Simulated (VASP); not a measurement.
# Hf2B5 (P-3m1) in VASP: further runs

Hf2B5 is run at these levels: PBE; tasks: single point, relaxation of cell and atoms.

Program: VASP 6.6.1. These are calculated values, not measurements. Logs are shortened: lines on timing, memory, paths and dates and some standing lists are left out, and cuts for length are marked.

### 1 The cell of the first run

Symmetry: P-3m1, No. 164, trigonal system. The conventional cell has a = 3.856 Å, b = 3.856 Å, c = 5.302 Å, α = 90.00°, β = 90.00°, γ = 120.00°. Within 3.0 Å of Hf (site symmetry 3m) lie 9 B at 2.23 to 2.95 Å and 3 Hf at 2.65 Å. Within 2.6 Å of B (site symmetry 2/m) lie 6 B at 1.93 Å and 2 Hf at 2.23 Å. Within 3.1 Å of B (site symmetry -3m) lie 6 Hf at 2.34 Å and 2 B at 2.65 Å. Within 2.7 Å of B (site symmetry -3m) lie 8 B at 1.93 to 2.65 Å.

The cell was built from a structure type or drawn by symmetry, and may not be a known phase.

### 2 Single point, PBE

Contents of INCAR:

```
SYSTEM = Hf2B5
PREC = Accurate
ENCUT = 520
EDIFF = 1E-6
ISMEAR = 0
SIGMA = 0.1
LREAL = .FALSE.
LASPH = .TRUE.
NELM = 100
ALGO = Normal
ISIF = 2
LWAVE = .FALSE.
LCHARG = .FALSE.
GGA = PE
NBANDS = 26
```

Contents of KPOINTS:

```
regular mesh
0
G
  6 6 4
  0 0 0
```

Contents of POSCAR:

```
Hf2B5
1.0
    3.8562153400      0.0000000000      0.0000000000
   -1.9281076700      3.3395804500      0.0000000000
    0.0000000000      0.0000000000      5.3019338300
Hf B
2 5
Direct
    0.3333333300      0.6666666700      0.3643862400
    0.6666666700      0.3333333300      0.6356137600
    0.5000000000      0.0000000000      0.0000000000
    0.0000000000      0.5000000000      0.0000000000
    0.5000000000      0.5000000000      0.0000000000
    0.0000000000      0.0000000000      0.5000000000
    0.0000000000      0.0000000000      0.0000000000
```

Potentials or basis: VASP PAW PBE potentials, release 64 (Hf_pv, B).

Command:

```console
> cat potpaw_PBE.64/Hf_pv/POTCAR potpaw_PBE.64/B/POTCAR > POTCAR
> mpirun -np 1 vasp_std > vasp.out
```

OUTCAR:

```text
SYSTEM = Hf2B5
   PREC = Accurate
   ENCUT = 520
   EDIFF = 1E-6
   ISMEAR = 0
   LREAL = .FALSE.
   LASPH = .TRUE.
   NELM = 100
   ISIF = 2
   GGA = PE

 ion  position               nearest neighbor table
   1  0.333  0.667  0.364-   4 2.23   3 2.23   5 2.23   6 2.34   6 2.34   6 2.34   2 2.65   2 2.65
                             2 2.65   7 2.95   7 2.95   7 2.95
   2  0.667  0.333  0.636-   4 2.23   3 2.23   5 2.23   6 2.34   6 2.34   6 2.34   1 2.65   1 2.65
                             1 2.65   7 2.95   7 2.95   7 2.95
   3  0.500  0.000  0.000-   7 1.93   7 1.93   4 1.93   5 1.93   5 1.93   4 1.93   1 2.23   2 2.23

   4  0.000  0.500  0.000-   5 1.93   5 1.93   7 1.93   7 1.93   3 1.93   3 1.93   1 2.23   2 2.23

   5  0.500  0.500  0.000-   4 1.93   4 1.93   7 1.93   3 1.93   3 1.93   7 1.93   1 2.23   2 2.23

   6  0.000  0.000  0.500-   1 2.34   2 2.34   2 2.34   1 2.34   2 2.34   1 2.34
   7  0.000  0.000  0.000-   3 1.93   3 1.93   5 1.93   4 1.93   4 1.93   5 1.93   1 2.95   2 2.95
                             2 2.95   1 2.95   1 2.95   2 2.95

  LATTYP: Found a hexagonal cell.
 ALAT       =     3.8562153400
 C/A-ratio  =     1.3749060575

  Lattice vectors:

 A1 = (   3.8562153400,   0.0000000000,   0.0000000000)
 A2 = (  -1.9281076700,   3.3395804500,   0.0000000000)
 A3 = (   0.0000000000,   0.0000000000,   5.3019338300)

Analysis of symmetry for initial positions (statically):
=====================================================================
 Subroutine PRICEL returns:
 Original cell was already a primitive cell.

 Routine SETGRP: Setting up the symmetry group for a
 hexagonal supercell.

 Subroutine GETGRP returns: Found 12 space group operations
 (whereof 12 operations were pure point group operations)
 out of a pool of 24 trial point group operations.

The static configuration has the point symmetry D_3d.

Analysis of symmetry for dynamics (positions and initial velocities):
=====================================================================
 Subroutine PRICEL returns:
 Original cell was already a primitive cell.

 Routine SETGRP: Setting up the symmetry group for a
 hexagonal supercell.

 Subroutine GETGRP returns: Found 12 space group operations
 (whereof 12 operations were pure point group operations)
 out of a pool of 24 trial point group operations.

The dynamic configuration has the point symmetry D_3d.

 Subroutine INISYM returns: Found 12 space group operations
 (whereof 12 operations are pure point group operations),
 and found     1 'primitive' translations

----------------------------------------------------------------------------------------

                                     Primitive cell

  volume of cell :      68.2791

  direct lattice vectors                    reciprocal lattice vectors
     3.856215340  0.000000000  0.000000000     0.259321618  0.149719406  0.000000000
    -1.928107670  3.339580450  0.000000000     0.000000000  0.299438811  0.000000000
     0.000000000  0.000000000  5.301933830     0.000000000  0.000000000  0.188610426

  length of vectors
     3.856215340  3.856215343  5.301933830     0.299438811  0.299438811  0.188610426

  position of ions in fractional coordinates (direct lattice)
     0.333333330  0.666666670  0.364386240
     0.666666670  0.333333330  0.635613760
     0.500000000  0.000000000  0.000000000
     1.000000000  0.500000000  0.000000000
     0.500000000  0.500000000  0.000000000
     0.000000000  0.000000000  0.500000000
     0.000000000  0.000000000  0.000000000

  ion indices of the primitive-cell ions
   primitive index   ion index
                 1           1
                 2           2
                 3           3
                 4           4
                 5           5
                 6           6
                 7           7

----------------------------------------------------------------------------------------

 KPOINTS: regular mesh

Automatic generation of k-mesh.
 Grid dimensions read from file:
 generate k-points for:    6    6    4

 Generating k-lattice:

  Cartesian coordinates                     Fractional coordinates (reciprocal lattice)
     0.043220270  0.024953234  0.000000000     0.166666667  0.000000000  0.000000000
     0.000000000  0.049906469  0.000000000     0.000000000  0.166666667  0.000000000
     0.000000000  0.000000000  0.047152607     0.000000000  0.000000000  0.250000000

  Length of vectors
     0.049906469  0.049906469  0.047152607

  Shift w.r.t. Gamma in fractional coordinates (k-lattice)
     0.000000000  0.000000000  0.000000000

 Subroutine IBZKPT returns following result:
 ===========================================

 Found     24 irreducible k-points:

 Following reciprocal coordinates:
            Coordinates               Weight
  0.000000  0.000000  0.000000      1.000000
  0.166667  0.000000  0.000000      6.000000
  0.333333  0.000000  0.000000      6.000000
  0.500000  0.000000  0.000000      3.000000
  0.166667  0.166667  0.000000      6.000000
  0.333333  0.166667  0.000000     12.000000
[... 16 lines left out ...]
  0.333333  0.166667  0.500000     12.000000
  0.333333  0.333333  0.500000      2.000000
   k-points           NKPTS =     24   k-points in BZ     NKDIM =     24   number of bands    NBANDS=     26
   number of dos      NEDOS =    301   number of ions     NIONS =      7
   total plane-waves  NPLWV =  36000
   dimension x,y,z NGX =    30 NGY =   30 NGZ =   40
   dimension x,y,z NGXF=    60 NGYF=   60 NGZF=   80
   ions per type =               2   5
   NGX,Y,Z   is equivalent  to a cutoff of  12.93, 12.93, 12.54 a.u.
   NGXF,Y,Z  is equivalent  to a cutoff of  25.87, 25.87, 25.08 a.u.
 SYSTEM =  Hf2B5
   PREC   = accura    normal or accurate (medium, high low for compatibility)
   ISTART =      0    job   : 0-new  1-cont  2-samecut
   ICHARG =      2    charge: 1-file 2-atom 10-const
   ISPIN  =      1    spin polarized calculation?
   LNONCOLLINEAR =      F non collinear calculations
   LSORBIT =      F    spin-orbit coupling
   LASPH  =      T    aspherical Exc in radial PAW
   ENCUT  =  520.0 eV  38.22 Ry    6.18 a.u.   7.17  7.17  9.86*2*pi/ulx,y,z
   NELM   =    100;   NELMIN=  2; NELMDL= -5     # of ELM steps
   EDIFF  = 0.1E-05   stopping-criterion for ELM
   LREAL  =      F    real-space projection
   EDIFFG = 0.1E-04   stopping-criterion for IOM
   NSW    =      0    number of steps for IOM
   IBRION =     -1    ionic relax: 0-MD 1-quasi-New 2-CG
   NFREE  =      0    steps in history (QN), initial steepest desc. (CG)
   ISIF   =      2    stress and relaxation
   ISYM   =      2    0-nonsym 1-usesym 2-fastsym
   POTIM  = 0.5000    time-step for ionic-motion
   TEBEG  =    0.0;   TEEND  =   0.0 temperature during run
   PSTRESS=    0.0 pullay stress
   NELECT =      35.0000    total number of electrons
   NUPDOWN=      -1.0000    fix difference up-down
   EMIN   =  10.00;   EMAX   =-10.00  energy-range for DOS
   EFERMI =   0.00;   METHOD = LEGACY
   ISMEAR =     0;   SIGMA  =   0.10  broadening in eV -4-tet -1-fermi 0-gaus
   EFERMI_NEDOS =   21; number of points for ismear=-14 and -15
   IALGO  =     38    algorithm
   IMIX   =      4    mixing-type and parameters
     AMIX     =   0.40;   BMIX     =  1.00
     AMIX_MAG =   1.60;   BMIX_MAG =  1.00
  volume/ion in A,a.u.               =       9.75        65.82
  Fermi-wavevector in a.u.,A,eV,Ry     =   1.310192  2.475904 23.355811  1.716604
  Thomas-Fermi vector in A             =   2.440739
   LORBIT       =      0    0 simple, 1 ext, 2 COOP (PROOUT), +10 PAW based schemes
   GGA     = PE    functional components
   LHFCALC =     F    Hartree Fock is set to
   AEXX    =    0.0000 exact exchange contribution
   IVDW    =     0    specifies the selected vdW correction
   LEPSILON=     F    determine dielectric tensor
   LRPA    =     F    only Hartree local field effects (RPA)
 non-spin polarized calculation
 Gauss-broadening in eV      SIGMA  =   0.10
  energy-cutoff  :      520.00
  volume of cell :       68.28
 maximum number of plane-waves:      1863
 NGX is ok and might be reduce to    30
   NGX = 15   NGY = 15   NGZ = 19

 number of electron      35.0000001 magnetization

 Free energy of the ion-electron system (eV)
  ---------------------------------------------------
  ext. energy  EPLUGINS =         0.00000000
  ---------------------------------------------------
  free energy    TOTEN  =       -46.27059201 eV

  energy without entropy =      -46.25728078  energy(sigma->0) =      -46.26393639

 E-fermi :   7.1073     XC(G=0): -12.3250

 val. band max:        7.0908306966   @ k =   0.1667   0.0000   0.0000
 cond. band min:       7.1102226652   @ k =   0.1667   0.1667   0.5000
 fundamental gap:      0.0193919686
 Fermi energy:         7.1073182669

 k-point     1 :       0.0000    0.0000    0.0000
  band No.  band energies     occupation
      1     -23.3008      2.00000
      2     -23.2714      2.00000
      3     -23.2714      2.00000
      4     -22.6610      2.00000
      5     -22.4663      2.00000
      6     -22.4663      2.00000
[... 18 lines left out ...]
     25      14.0688      0.00000
     26      14.3947      0.00000

 k-point     2 :       0.1667    0.0000    0.0000
  band No.  band energies     occupation
      1     -23.3823      2.00000
      2     -23.3303      2.00000
      3     -23.3213      2.00000
      4     -22.5930      2.00000
      5     -22.4344      2.00000
      6     -22.4274      2.00000
[... 18 lines left out ...]
     25      13.3343      0.00000
     26      13.6831      0.00000

 k-point     3 :       0.3333    0.0000    0.0000
  band No.  band energies     occupation
      1     -23.5452      2.00000
      2     -23.4095      2.00000
      3     -23.3983      2.00000
      4     -22.5223      2.00000
      5     -22.3613      2.00000
      6     -22.3543      2.00000
[... 18 lines left out ...]
     25      12.1430      0.00000
     26      12.7162      0.00000

 k-point     4 :       0.5000    0.0000    0.0000
  band No.  band energies     occupation
      1     -23.6136      2.00000
      2     -23.4494      2.00000
      3     -23.4321      2.00000
      4     -22.4994      2.00000
      5     -22.3325      2.00000
      6     -22.3144      2.00000
[... 18 lines left out ...]
     25      11.3887      0.00000
     26      12.2441      0.00000

 k-point     5 :       0.1667    0.1667    0.0000
  band No.  band energies     occupation
      1     -23.4679      2.00000
      2     -23.4556      2.00000
      3     -23.3580      2.00000
      4     -22.5205      2.00000
      5     -22.4000      2.00000
      6     -22.3636      2.00000
[... 18 lines left out ...]
     25      12.6864      0.00000
     26      13.1389      0.00000

 k-point     6 :       0.3333    0.1667    0.0000
  band No.  band energies     occupation
      1     -23.5791      2.00000
      2     -23.4911      2.00000
      3     -23.4328      2.00000
      4     -22.4640      2.00000
      5     -22.3569      2.00000
      6     -22.3176      2.00000
[... 427 lines left out ...]
 k-point    21 :       0.5000    0.0000    0.5000
  band No.  band energies     occupation
      1     -23.6205      2.00000
      2     -23.4482      2.00000
      3     -23.4382      2.00000
      4     -22.4961      2.00000
      5     -22.3341      2.00000
      6     -22.3062      2.00000
[... 18 lines left out ...]
     25      11.7292      0.00000
     26      11.7614      0.00000

 k-point    22 :       0.1667    0.1667    0.5000
  band No.  band energies     occupation
      1     -23.4768      2.00000
      2     -23.4544      2.00000
      3     -23.3566      2.00000
      4     -22.5266      2.00000
      5     -22.3906      2.00000
      6     -22.3651      2.00000
[... 18 lines left out ...]
     25      12.9114      0.00000
     26      13.3262      0.00000

 k-point    23 :       0.3333    0.1667    0.5000
  band No.  band energies     occupation
      1     -23.5834      2.00000
      2     -23.4948      2.00000
      3     -23.4369      2.00000
      4     -22.4607      2.00000
      5     -22.3494      2.00000
      6     -22.3183      2.00000
[... 18 lines left out ...]
     25      12.0698      0.00000
     26      12.9410      0.00000

 k-point    24 :       0.3333    0.3333    0.5000
  band No.  band energies     occupation
      1     -23.5768      2.00000
      2     -23.5077      2.00000
      3     -23.5077      2.00000
      4     -22.3810      2.00000
      5     -22.3810      2.00000
      6     -22.3138      2.00000
[... 18 lines left out ...]
     25      11.6838      0.00000
     26      13.0951      0.00000

------------------------ aborting loop because EDIFF is reached ----------------------------------------

  FORCE on cell =-STRESS in cart. coord.  units (eV):
  Direction    XX          YY          ZZ          XY          YZ          ZX
  --------------------------------------------------------------------------------------
  -------------------------------------------------------------------------------------
  Total        6.5187988      6.5187988     27.8042613      0.0000000      0.0000000      0.0000000
  in kB      152.9645058    152.9645061    652.4307955      0.0000000      0.0000000      0.0000000
  external PRESSURE =     319.4532691 kB  Pullay stress =       0.0000000 kB

 VOLUME and BASIS-vectors are now :
 -----------------------------------------------------------------------------
  energy-cutoff  :      520.00
  volume of cell :       68.28
      direct lattice vectors                 reciprocal lattice vectors
     3.856215340  0.000000000  0.000000000     0.259321618  0.149719406  0.000000000
    -1.928107670  3.339580450  0.000000000     0.000000000  0.299438811  0.000000000
     0.000000000  0.000000000  5.301933830     0.000000000  0.000000000  0.188610426

 POSITION                                       TOTAL-FORCE (eV/Angst)
 -----------------------------------------------------------------------------------
     -0.00000      2.22639      1.93195        -0.000000     -0.000000     -1.332498
      1.92811      1.11319      3.36998         0.000000      0.000000      1.332498
      1.92811      0.00000      0.00000         0.000000      0.000000      0.000000
     -0.96405      1.66979      0.00000         0.000000      0.000000      0.000000
      0.96405      1.66979      0.00000         0.000000      0.000000      0.000000
      0.00000      0.00000      2.65097         0.000000      0.000000      0.000000
      0.00000      0.00000      0.00000         0.000000      0.000000      0.000000
 -----------------------------------------------------------------------------------
    total drift:                               -0.000000      0.000000      0.000000

  FREE ENERGIE OF THE ION-ELECTRON SYSTEM (eV)
  ---------------------------------------------------
  free  energy   TOTEN  =       -46.2705920055 eV

  energy  without entropy=      -46.2572807783  energy(sigma->0) =      -46.26393639
```

Wall time 42 s (1 thread of Intel Xeon Platinum 8488C (Sapphire Rapids), shared host); peak memory 0.19 GiB.

Results:

- Free energy: -46.2706 eV
- Pressure: 31.9 GPa
- Largest force: 1.332 eV/Å
- Band gap on the k mesh: zero (an odd number of electrons rules out a gap without spin polarisation)

Forces on the atoms (eV/Å):
```
Hf   0.000  0.000 -1.332
Hf   0.000  0.000  1.332
B    0.000  0.000  0.000
B    0.000  0.000  0.000
B    0.000  0.000  0.000
B    0.000  0.000  0.000
B    0.000  0.000  0.000
```

Stress tensor (GPa, compression positive):
```
15.30  0.00  0.00
 0.00 15.30  0.00
 0.00  0.00 65.24
```

Levels at points of the mesh, in eV from the Fermi level:
```csv
k point,band 13,band 14,band 15,band 16,band 17,band 18,band 19,band 20,band 21,band 22
"(0.00, 0.00, 0.00)",-3.82,-3.82,-2.34,-2.34,-1.33,-1.19,-0.37,-0.37,2.15,2.15
"(0.50, 0.00, 0.00)",-3.08,-2.57,-1.63,-0.75,-0.21,0.63,1.14,1.36,2.22,2.30
"(0.00, 0.00, 0.50)",-4.24,-4.03,-3.64,-0.94,-0.94,-0.19,-0.19,-0.10,1.24,1.24
"(0.50, 0.00, 0.50)",-4.05,-2.02,-1.95,-0.75,-0.29,0.33,1.16,1.78,1.78,3.53
```

Caveat: the cell stands under pressure; spin-orbit coupling is left out, which moves the levels of the heavy elements; forces of over 1 eV/Å act on the atoms, so gaps and moduli don't describe the material at rest.

### 3 Single point, PBE

This run uses another cell than the first one, of 11.05 Å³/atom.

Contents of INCAR:

```
  PREC = Accurate
  ENCUT = 520
  EDIFF = 1E-6
  ISMEAR = 0
  SIGMA = 0.1
  LREAL = F
  LASPH = T
  NELM = 60
  ALGO = Normal
  ISIF = 2
  LWAVE = F
  LCHARG = T
  GGA = PE
  LELF = T
  LVHAR = T
  NBANDS = 26
```

Contents of KPOINTS:

```
Automatic mesh
0
Gamma
  6 6 4
```

Contents of POSCAR:

```
Hf2B5
1.0
    3.5575648039      0.0000000000      0.0000000000
   -1.7787824020      3.0809414958      0.0000000000
    0.0000000000      0.0000000000      7.0551350613
Hf B
2 5
Direct
    0.3333333333      0.6666666667      0.3233736247
    0.6666666667      0.3333333333      0.6766263753
    0.5000000000      0.0000000000      0.0000000000
    0.0000000000      0.5000000000      0.0000000000
    0.5000000000      0.5000000000      0.0000000000
    0.0000000000      0.0000000000      0.5000000000
    0.0000000000      0.0000000000      0.0000000000
```

Potentials or basis: VASP PAW PBE potentials, release 64 (Hf_pv, B).

Command:

```console
> cat potpaw_PBE.64/Hf_pv/POTCAR potpaw_PBE.64/B/POTCAR > POTCAR
> mpirun -np 1 vasp_std > vasp.out
```

Run time: 46 s. Hardware: 1 thread of Intel Xeon Platinum 8488C (Sapphire Rapids), shared host; peak memory 0.21 GiB.

It converged, with:

| Property | Result |
| --- | --- |
| Free energy | -52.1419 eV |
| Pressure | -0.3 GPa |
| Largest force | 0.020 eV/Å |
| Band gap on the k mesh | zero (an odd number of electrons rules out a gap without spin polarisation) |

Forces on the atoms (eV/Å):
```
Hf   0.000  0.000  0.020
Hf   0.000  0.000 -0.020
B    0.000  0.000  0.000
B    0.000  0.000  0.000
B    0.000  0.000  0.000
B    0.000  0.000  0.000
B    0.000  0.000  0.000
```

Levels at points of the mesh, in eV from the Fermi level:
```csv
k point,band 13,band 14,band 15,band 16,band 17,band 18,band 19,band 20,band 21,band 22
"(0.00, 0.00, 0.00)",-3.52,-1.64,-1.64,-0.77,-0.77,-0.49,0.92,0.92,1.57,2.61
"(0.50, 0.00, 0.00)",-4.41,-3.29,-1.75,-1.25,-0.92,0.54,2.21,2.31,2.93,3.15
"(0.00, 0.00, 0.50)",-4.46,-1.87,-1.87,0.12,0.12,0.28,1.00,1.00,1.12,1.32
"(0.50, 0.00, 0.50)",-4.85,-2.98,-1.68,-1.56,-1.39,1.80,2.59,2.87,3.13,3.25
```

Caveat: spin-orbit coupling is left out, which moves the levels of the heavy elements.

(Part 1 of 2 ends here.)
